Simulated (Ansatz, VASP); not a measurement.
# One calculation of Re, two programs

The input INCAR:

```
PREC     = Accurate       # precision mode
ENCUT    = 520            # plane-wave cutoff, eV
EDIFF    = 1E-6           # SCF threshold, eV
ISMEAR   = -1             # smearing method
SIGMA    = 0.1            # smearing width, eV
LREAL    = False          # projectors in reciprocal space
LASPH    = True           # aspherical terms in the spheres
NELM     = 80             # most SCF steps
ALGO     = Normal         # electronic algorithm
ISIF     = 2              # what is computed and relaxed
LWAVE    = False          # write WAVECAR
LCHARG   = False          # write CHGCAR
GGA      = CA             # functional
NBANDS   = 14             # bands
```

Contents of KPOINTS:

```
Automatic mesh
0
Gamma
  22 22 12
```

POSCAR

```
Re
1.0
    2.7752340815      0.0000000000      0.0000000000
   -1.3876170407      2.4034232160      0.0000000000
    0.0000000000      0.0000000000      4.4699243547
Re
2
Direct
    0.3333333333      0.6666666667      0.2500000000
    0.6666666667      0.3333333333      0.7500000000
```

Input for Ansatz:

```yaml
crystal:
  lattice:
    - [2.7752340815, 0.0, 0.0]
    - [-1.3876170407, 2.403423216, 0.0]
    - [0.0, 0.0, 4.4699243547]
  atoms:
    - { symbol: Re, position: [0.3333333333, 0.6666666667, 0.25] }
    - { symbol: Re, position: [0.6666666667, 0.3333333333, 0.75] }
hamiltonian:
  xc: lda
  pseudopotentials:
    kind: paw
    azcp:
      Re: "pseudopotentials/Re.paw.azcp"
basis:
  ecutwfc: 420
  fft_grid_basis: typed
kpoints:
  mp_grid: { grid: [22, 22, 12], shift: [0, 0, 0] }
magnetization:
  spin_polarized: false
scf:
  occupations: { method: fermi_dirac, width: 0.1 }
output:
  stress: true
```

Alike in both runs: task single point; functional LDA; k mesh 22 × 22 × 12; occupations fermi-dirac, width 0.1 eV; no spin polarisation.

```csv
,VASP,Ansatz
version,VASP 6.6.1,Ansatz 0.2.0
potentials or method,"VASP PAW LDA potentials, release 64 (Re), cutoff 520 eV","plane waves (420 eV) with PAW, scalar-relativistic"
valence electrons in the cell,14,30
```

|  | VASP | Ansatz | Ansatz less VASP |
| --- | --- | --- | --- |
| pressure (GPa) | -13.4 | -14.5 | -1.06 |
| traceless stress, the component that is largest in VASP (GPa) | -0.11 | 0.02 | +0.131 |

Ansatz warns that its potentials were made for another functional, while VASP's fit it. LDA's correlation is that of Perdew and Zunger in VASP and of Perdew and Wang (1992) in Ansatz. VASP's potentials hold 14 valence electrons a cell and Ansatz's 30, so a difference there can come from the potentials and not from the codes.

Spin-orbit coupling is off throughout.
